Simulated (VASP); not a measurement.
Set up this calculation in VASP 6.6.1, as the native input.

- Task: single point
- Functional: r2SCAN
- Potentials or basis: VASP PAW PBE potentials, release 64 (Mg, S)
- Cutoff: 520 eV
- k mesh: 8 × 8 × 8
- Occupations: gaussian, width 0.01 eV
- Spin: no spin polarisation
- Dipole correction: no
- Further INCAR settings: ALGO = Normal; EDIFF = 1e-06; NBANDS = 11

Crystal: MgS.

```
Mg S
1.0
    -0.00590    2.59562    2.59562
     2.59562   -0.00590    2.59562
     2.59562    2.59562   -0.00590
Mg S
1 1
Direct
  0.00000 0.00000 0.00000
  0.50000 0.50000 0.50000
```

This cell differs from its parent crystal: strain along [111] -0.3%.

One way to write it, as run:

POSCAR

```
MgS
1.0
   -0.0058967740      2.5956211633      2.5956211633
    2.5956211633     -0.0058967740      2.5956211633
    2.5956211633      2.5956211633     -0.0058967740
Mg S
1 1
Direct
    0.0000000000      0.0000000000      0.0000000000
    0.5000000000      0.5000000000      0.5000000000
```

INCAR.step1

```
  PREC = Accurate
  ENCUT = 520
  ISMEAR = 0
  SIGMA = 0.01
  LREAL = False
  LASPH = True
  NELM = 100
  NBANDS = 11
  GGA = PE
  ALGO = Normal
  EDIFF = 1E-4
  LWAVE = True
  LCHARG = False
```

INCAR.step2

```
  PREC = Accurate
  ENCUT = 520
  EDIFF = 1E-6
  ISMEAR = 0
  SIGMA = 0.01
  LREAL = False
  LASPH = True
  NELM = 100
  ALGO = Normal
  ISIF = 2
  LWAVE = False
  LCHARG = False
  METAGGA = R2SCAN
  LMIXTAU = True
  NBANDS = 11
  ISTART = 1
```

KPOINTS

```
Automatic mesh
0
Gamma
  8 8 8
```

Potentials or basis: VASP PAW PBE potentials, release 64 (Mg, S).

Launch:

```bash
$ cat potpaw_PBE.64/Mg/POTCAR potpaw_PBE.64/S/POTCAR > POTCAR
$ cp INCAR.step1 INCAR
$ mpirun -np 1 vasp_std > vasp.out
$ cp INCAR.step2 INCAR
$ mpirun -np 1 vasp_std > vasp.out
```

Results of the run:

| Property | Result |
| --- | --- |
| Pressure | -0.1 GPa |
| Band gap on the k mesh | 3.42 eV (least direct gap 4.63 eV) |

Caveat: the cell differs from its parent crystal (strain along [111] -0.3%); the PAW data sets were made with another functional, which shifts forces and pressure a little.

Wall time 32 s on 1 thread of Intel(R) Xeon(R) 6975P-C (Granite Rapids), on a shared host, peak memory 0.18 GiB.
